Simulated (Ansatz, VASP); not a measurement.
## Mo: VASP beside Ansatz

File INCAR:

```
SYSTEM = Mo
  ALGO = Normal
  EDIFF = 1E-7
  ENCUT = 520
  GGA = PE
  ISIF = 2
  ISMEAR = 0
  LASPH = .True.
  LCHARG = .False.
  LREAL = .False.
  LWAVE = .False.
  NBANDS = 13
  NELM = 60
  PREC = Accurate
  SIGMA = 0.15
```

Contents of KPOINTS:

```
k-points
0
Gamma
  20 20 20
  0 0 0
```

File POSCAR:

```
Mo
1.0
   -1.5512224083      1.5512224083      1.6382134882
    1.5512224083     -1.5512224083      1.6382134882
    1.5512224083      1.5512224083     -1.6382134882
Mo
1
Direct
    0.0000000000      0.0000000000      0.0000000000
```

Input for Ansatz:

```yaml
crystal:
  lattice:
    - [-1.5512224083, 1.5512224083, 1.6382134882]
    - [1.5512224083, -1.5512224083, 1.6382134882]
    - [1.5512224083, 1.5512224083, -1.6382134882]
  atoms:
    - { symbol: Mo, position: [0.0, 0.0, 0.0] }
basis:
  ecutwfc: 420
kpoints:
  mp_grid: { grid: [20, 20, 20] }
hamiltonian:
  xc: pbe
scf:
  occupations: { method: gaussian, width: 0.15 }
output:
  forces: true
  stress: true
  eigenvalues: true
```

Change from the starting cell: strain +e along x and -e along y +0.0000, strain +e along z and -e/2 along x and y +0.0367.

Alike in both runs: task single point; functional PBE; k mesh 20 × 20 × 20; occupations gaussian, width 0.15 eV; no spin polarisation.

|  | VASP | Ansatz |
| --- | --- | --- |
| version | VASP 6.6.1 | Ansatz 0.2.0 |
| potentials or method | VASP PAW PBE potentials, release 64 (Mo_sv), cutoff 520 eV | scalar-relativistic, plane waves, PAW |
| valence electrons in the cell | 14 | 14 |

VASP gave:

| Item | Value |
| --- | --- |
| gap on the k mesh at the Fermi level (eV) | none |
| pressure (GPa) | 1.2 |
| traceless stress, the component that is largest in VASP (GPa) | -10.52 |

Q: Which values does Ansatz return?

A: gap on the k mesh at the Fermi level (eV): none; pressure (GPa): 0.7; traceless stress, the component that is largest in VASP (GPa): -10.54.

A gap of «none» marks a metal or a gap that the smearing closes. The functional is the same, so the differences come from potentials, cutoffs and numerics.
